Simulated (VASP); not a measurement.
# SnBr4Cl (F-43m) in VASP: a series of runs

Runs on SnBr4Cl. Level: PBE. Tasks: single point, relaxation of cell and atoms.

Everything below comes from runs of VASP 6.6.1. Logs are shortened: lines on timing, memory, paths and dates and some standing lists are left out, and cuts for length are marked.

**1. The cell of the first run**

It takes space group F-43m (No. 216, cubic). The conventional cell has a = 8.904 Å, b = 8.904 Å, c = 8.904 Å, α = 90.00°, β = 90.00°, γ = 90.00°. Within 4.9 Å of Sn (site symmetry -43m) lie 12 Br at 3.69 Å and 4 Cl at 3.86 Å. Br (site symmetry 3m) has 6 Br at 3.13 to 3.16 Å and 3 Cl at 3.69 Å and 3 Sn at 3.69 Å within 4.1 Å. Within 4.8 Å of Cl (site symmetry -43m) lie 12 Br at 3.69 Å and 4 Sn at 3.86 Å.

**2. Single point, PBE**

Contents of INCAR:

```
ALGO = Normal
EDIFF = 1E-6
ENCUT = 520
GGA = PE
ISIF = 2
ISMEAR = 0
LASPH = True
LCHARG = False
LREAL = False
LWAVE = False
NBANDS = 34
NELM = 80
PREC = Accurate
SIGMA = 0.1
```

Contents of KPOINTS:

```
k-points
0
Gamma
  4 4 4
```

Contents of POSCAR:

```
SnBr4Cl
1.0
    0.0000000000      4.4520166900      4.4520166900
    4.4520166900      0.0000000000      4.4520166900
    4.4520166900      4.4520166900      0.0000000000
Sn Br Cl
1 4 1
Direct
    0.7500000000      0.7500000000      0.7500000000
    0.8769448700      0.3743517100      0.3743517100
    0.3743517100      0.3743517100      0.3743517100
    0.3743517100      0.3743517100      0.8769448700
    0.3743517100      0.8769448700      0.3743517100
    0.0000000000      0.0000000000      0.0000000000
```

Potentials or basis: VASP PAW PBE potentials, release 64 (Sn_d, Br, Cl).

Run with:

```console
$ cat potpaw_PBE.64/Sn_d/POTCAR potpaw_PBE.64/Br/POTCAR potpaw_PBE.64/Cl/POTCAR > POTCAR
$ mpirun -np 1 vasp_std > vasp.out
```

OUTCAR:

```text
EDIFF = 1E-6
   ENCUT = 520
   GGA = PE
   ISIF = 2
   ISMEAR = 0
   LASPH = True
   LREAL = False
   NELM = 80
   PREC = Accurate

 ion  position               nearest neighbor table
   1  0.750  0.750  0.750-
   2  0.877  0.374  0.374-
   3  0.374  0.374  0.374-
   4  0.374  0.374  0.877-
   5  0.374  0.877  0.374-
   6  0.000  0.000  0.000-

  LATTYP: Found a face centered cubic cell.
 ALAT       =     8.9040333800

  Lattice vectors:

 A1 = (   0.0000000000,   4.4520166900,   4.4520166900)
 A2 = (   4.4520166900,   0.0000000000,   4.4520166900)
 A3 = (   4.4520166900,   4.4520166900,   0.0000000000)

Analysis of symmetry for initial positions (statically):
=====================================================================
 Subroutine PRICEL returns:
 Original cell was already a primitive cell.

 Routine SETGRP: Setting up the symmetry group for a
 face centered cubic supercell.

 Subroutine GETGRP returns: Found 24 space group operations
 (whereof 24 operations were pure point group operations)
 out of a pool of 48 trial point group operations.

The static configuration has the point symmetry T_d .

Analysis of symmetry for dynamics (positions and initial velocities):
=====================================================================
 Subroutine PRICEL returns:
 Original cell was already a primitive cell.

 Routine SETGRP: Setting up the symmetry group for a
 face centered cubic supercell.

 Subroutine GETGRP returns: Found 24 space group operations
 (whereof 24 operations were pure point group operations)
 out of a pool of 48 trial point group operations.

The dynamic configuration has the point symmetry T_d .

 Subroutine INISYM returns: Found 24 space group operations
 (whereof 24 operations are pure point group operations),
 and found     1 'primitive' translations

----------------------------------------------------------------------------------------

                                     Primitive cell

  volume of cell :     176.4820

  direct lattice vectors                    reciprocal lattice vectors
     0.000000000  4.452016690  4.452016690    -0.112308654  0.112308654  0.112308654
     4.452016690  0.000000000  4.452016690     0.112308654 -0.112308654  0.112308654
     4.452016690  4.452016690  0.000000000     0.112308654  0.112308654 -0.112308654

  length of vectors
     6.296102383  6.296102383  6.296102383     0.194524294  0.194524294  0.194524294

  position of ions in fractional coordinates (direct lattice)
     0.750000000  0.750000000  0.750000000
     0.876944870  0.374351710  0.374351710
     0.374351710  0.374351710  0.374351710
     0.374351710  0.374351710  0.876944870
     0.374351710  0.876944870  0.374351710
     0.000000000  0.000000000  0.000000000

  ion indices of the primitive-cell ions
   primitive index   ion index
                 1           1
                 2           2
                 3           3
                 4           4
                 5           5
                 6           6

----------------------------------------------------------------------------------------

 KPOINTS: k-points

Automatic generation of k-mesh.
 Grid dimensions read from file:
 generate k-points for:    4    4    4

 Generating k-lattice:

  Cartesian coordinates                     Fractional coordinates (reciprocal lattice)
    -0.028077163  0.028077163  0.028077163     0.250000000  0.000000000  0.000000000
     0.028077163 -0.028077163  0.028077163     0.000000000  0.250000000  0.000000000
     0.028077163  0.028077163 -0.028077163     0.000000000  0.000000000  0.250000000

  Length of vectors
     0.048631074  0.048631074  0.048631074

  Shift w.r.t. Gamma in fractional coordinates (k-lattice)
     0.000000000  0.000000000  0.000000000

 Subroutine IBZKPT returns following result:
 ===========================================

 Found      8 irreducible k-points:

 Following reciprocal coordinates:
            Coordinates               Weight
  0.000000  0.000000  0.000000      1.000000
  0.250000  0.000000  0.000000      8.000000
  0.500000  0.000000  0.000000      4.000000
  0.250000  0.250000  0.000000      6.000000
  0.500000  0.250000  0.000000     24.000000
 -0.250000  0.250000  0.000000     12.000000
  0.500000  0.500000  0.000000      3.000000
 -0.250000  0.500000  0.250000      6.000000
   k-points           NKPTS =      8   k-points in BZ     NKDIM =      8   number of bands    NBANDS=     34
   number of dos      NEDOS =    301   number of ions     NIONS =      6
   total plane-waves  NPLWV = 110592
   dimension x,y,z NGX =    48 NGY =   48 NGZ =   48
   dimension x,y,z NGXF=    96 NGYF=   96 NGZF=   96
   ions per type =               1   4   1
   NGX,Y,Z   is equivalent  to a cutoff of  12.67, 12.67, 12.67 a.u.
   NGXF,Y,Z  is equivalent  to a cutoff of  25.35, 25.35, 25.35 a.u.
 SYSTEM =  unknown system
   PREC   = accura    normal or accurate (medium, high low for compatibility)
   ISTART =      0    job   : 0-new  1-cont  2-samecut
   ICHARG =      2    charge: 1-file 2-atom 10-const
   ISPIN  =      1    spin polarized calculation?
   LNONCOLLINEAR =      F non collinear calculations
   LSORBIT =      F    spin-orbit coupling
   LASPH  =      T    aspherical Exc in radial PAW
   ENCUT  =  520.0 eV  38.22 Ry    6.18 a.u.  11.71 11.71 11.71*2*pi/ulx,y,z
   NELM   =     80;   NELMIN=  2; NELMDL= -5     # of ELM steps
   EDIFF  = 0.1E-05   stopping-criterion for ELM
   LREAL  =      F    real-space projection
   EDIFFG = 0.1E-04   stopping-criterion for IOM
   NSW    =      0    number of steps for IOM
   IBRION =     -1    ionic relax: 0-MD 1-quasi-New 2-CG
   NFREE  =      0    steps in history (QN), initial steepest desc. (CG)
   ISIF   =      2    stress and relaxation
   ISYM   =      2    0-nonsym 1-usesym 2-fastsym
   POTIM  = 0.5000    time-step for ionic-motion
   TEBEG  =    0.0;   TEEND  =   0.0 temperature during run
   PSTRESS=    0.0 pullay stress
   NELECT =      49.0000    total number of electrons
   NUPDOWN=      -1.0000    fix difference up-down
   EMIN   =  10.00;   EMAX   =-10.00  energy-range for DOS
   EFERMI =   0.00;   METHOD = LEGACY
   ISMEAR =     0;   SIGMA  =   0.10  broadening in eV -4-tet -1-fermi 0-gaus
   EFERMI_NEDOS =   21; number of points for ismear=-14 and -15
   IALGO  =     38    algorithm
   IMIX   =      4    mixing-type and parameters
     AMIX     =   0.40;   BMIX     =  1.00
     AMIX_MAG =   1.60;   BMIX_MAG =  1.00
  volume/ion in A,a.u.               =      29.41       198.49
  Fermi-wavevector in a.u.,A,eV,Ry     =   1.068005  2.018237 15.519286  1.140635
  Thomas-Fermi vector in A             =   2.203640
   LORBIT       =      0    0 simple, 1 ext, 2 COOP (PROOUT), +10 PAW based schemes
   GGA     = PE    functional components
   LHFCALC =     F    Hartree Fock is set to
   AEXX    =    0.0000 exact exchange contribution
   IVDW    =     0    specifies the selected vdW correction
   LEPSILON=     F    determine dielectric tensor
   LRPA    =     F    only Hartree local field effects (RPA)
 non-spin polarized calculation
 Gauss-broadening in eV      SIGMA  =   0.10
  energy-cutoff  :      520.00
  volume of cell :      176.48
 maximum number of plane-waves:      4800
 NGX is ok and might be reduce to    48
   NGX = 23   NGY = 23   NGZ = 23

 number of electron      49.0000007 magnetization

 Free energy of the ion-electron system (eV)
  ---------------------------------------------------
  ext. energy  EPLUGINS =         0.00000000
  ---------------------------------------------------
  free energy    TOTEN  =       -10.90341264 eV

  energy without entropy =      -10.86173024  energy(sigma->0) =      -10.88257144

 E-fermi :   1.8226     XC(G=0):  -8.8225

 val. band max:        1.7904080659   @ k =   0.5000   0.2500   0.0000
 cond. band min:       2.1563873747   @ k =   0.2500   0.2500   0.0000
 fundamental gap:      0.3659793088
 Fermi energy:         1.8225764099

 k-point     1 :       0.0000    0.0000    0.0000
  band No.  band energies     occupation
      1     -20.7444      2.00000
      2     -20.7444      2.00000
      3     -20.7432      2.00000
      4     -20.7432      2.00000
      5     -20.7432      2.00000
      6     -13.4288      2.00000
[... 26 lines left out ...]
     33       9.7972      0.00000
     34      10.4821      0.00000

 k-point     2 :       0.2500    0.0000    0.0000
  band No.  band energies     occupation
      1     -20.7444      2.00000
      2     -20.7444      2.00000
      3     -20.7432      2.00000
      4     -20.7432      2.00000
      5     -20.7432      2.00000
      6     -13.2911      2.00000
[... 26 lines left out ...]
     33      10.2497      0.00000
     34      10.9257      0.00000

 k-point     3 :       0.5000    0.0000    0.0000
  band No.  band energies     occupation
      1     -20.7444      2.00000
      2     -20.7444      2.00000
      3     -20.7432      2.00000
      4     -20.7432      2.00000
      5     -20.7432      2.00000
      6     -13.0841      2.00000
[... 26 lines left out ...]
     33      10.8374      0.00000
     34      11.0636      0.00000

 k-point     4 :       0.2500    0.2500    0.0000
  band No.  band energies     occupation
      1     -20.7445      2.00000
      2     -20.7444      2.00000
      3     -20.7433      2.00000
      4     -20.7432      2.00000
      5     -20.7432      2.00000
      6     -13.2373      2.00000
[... 26 lines left out ...]
     33      10.5446      0.00000
     34      10.6168      0.00000

 k-point     5 :       0.5000    0.2500    0.0000
  band No.  band energies     occupation
      1     -20.7445      2.00000
      2     -20.7444      2.00000
      3     -20.7433      2.00000
      4     -20.7431      2.00000
      5     -20.7431      2.00000
      6     -12.9892      2.00000
[... 26 lines left out ...]
     33      10.5358      0.00000
     34      11.0902      0.00000

 k-point     6 :      -0.2500    0.2500    0.0000
  band No.  band energies     occupation
      1     -20.7444      2.00000
      2     -20.7444      2.00000
      3     -20.7432      2.00000
      4     -20.7432      2.00000
      5     -20.7432      2.00000
      6     -13.0921      2.00000
[... 26 lines left out ...]
     33      10.5547      0.00000
     34      10.7452      0.00000

 k-point     7 :       0.5000    0.5000    0.0000
  band No.  band energies     occupation
      1     -20.7446      2.00000
      2     -20.7444      2.00000
      3     -20.7433      2.00000
      4     -20.7431      2.00000
      5     -20.7431      2.00000
      6     -12.7507      2.00000
[... 26 lines left out ...]
     33      10.3356      0.00000
     34      11.5464      0.00000

 k-point     8 :      -0.2500    0.5000    0.2500
  band No.  band energies     occupation
      1     -20.7445      2.00000
      2     -20.7444      2.00000
      3     -20.7432      2.00000
      4     -20.7431      2.00000
      5     -20.7431      2.00000
      6     -12.7494      2.00000
[... 26 lines left out ...]
     33      10.2485      0.00000
     34      10.6859      0.00000

------------------------ aborting loop because EDIFF is reached ----------------------------------------

  FORCE on cell =-STRESS in cart. coord.  units (eV):
  Direction    XX          YY          ZZ          XY          YZ          ZX
  --------------------------------------------------------------------------------------
  -------------------------------------------------------------------------------------
  Total       -1.9166724     -1.9166724     -1.9166724     -0.0000000     -0.0000000      0.0000000
  in kB      -17.4003555    -17.4003555    -17.4003555     -0.0000000     -0.0000000      0.0000000
  external PRESSURE =     -17.4003555 kB  Pullay stress =       0.0000000 kB

 VOLUME and BASIS-vectors are now :
 -----------------------------------------------------------------------------
  energy-cutoff  :      520.00
  volume of cell :      176.48
      direct lattice vectors                 reciprocal lattice vectors
     0.000000000  4.452016690  4.452016690    -0.112308654  0.112308654  0.112308654
     4.452016690  0.000000000  4.452016690     0.112308654 -0.112308654  0.112308654
     4.452016690  4.452016690  0.000000000     0.112308654  0.112308654 -0.112308654

 POSITION                                       TOTAL-FORCE (eV/Angst)
 -----------------------------------------------------------------------------------
      6.67803      6.67803      6.67803        -0.000000      0.000000      0.000000
      3.33324      5.57079      5.57079         0.065084     -0.065084     -0.065084
      3.33324      3.33324      3.33324         0.065084      0.065084      0.065084
      5.57079      5.57079      3.33324        -0.065084     -0.065084      0.065084
      5.57079      3.33324      5.57079        -0.065084      0.065084     -0.065084
      0.00000      0.00000      0.00000        -0.000000      0.000000      0.000000
 -----------------------------------------------------------------------------------
    total drift:                                0.000000      0.000000      0.000000

  FREE ENERGIE OF THE ION-ELECTRON SYSTEM (eV)
  ---------------------------------------------------
  free  energy   TOTEN  =       -10.9034126392 eV

  energy  without entropy=      -10.8617302350  energy(sigma->0) =      -10.88257144
```

Run time: 2.6 min. Hardware: 1 thread of AMD EPYC 7R13, shared host; peak memory 0.3 GiB.

Results:

```
Free energy   : -10.9034 eV
Pressure      : -1.7 GPa
Largest force : 0.113 eV/Å
```

Forces on the atoms (eV/Å):
```
Sn   0.000  0.000  0.000
Br   0.065 -0.065 -0.065
Br   0.065  0.065  0.065
Br  -0.065 -0.065  0.065
Br  -0.065  0.065 -0.065
Cl   0.000  0.000  0.000
```

Caveat: spin-orbit coupling is left out, which moves the levels of the heavy elements; an odd number of electrons without spin polarisation forces a metal; a magnetic or distorted state may lie lower.

[end of part 1 of 2]
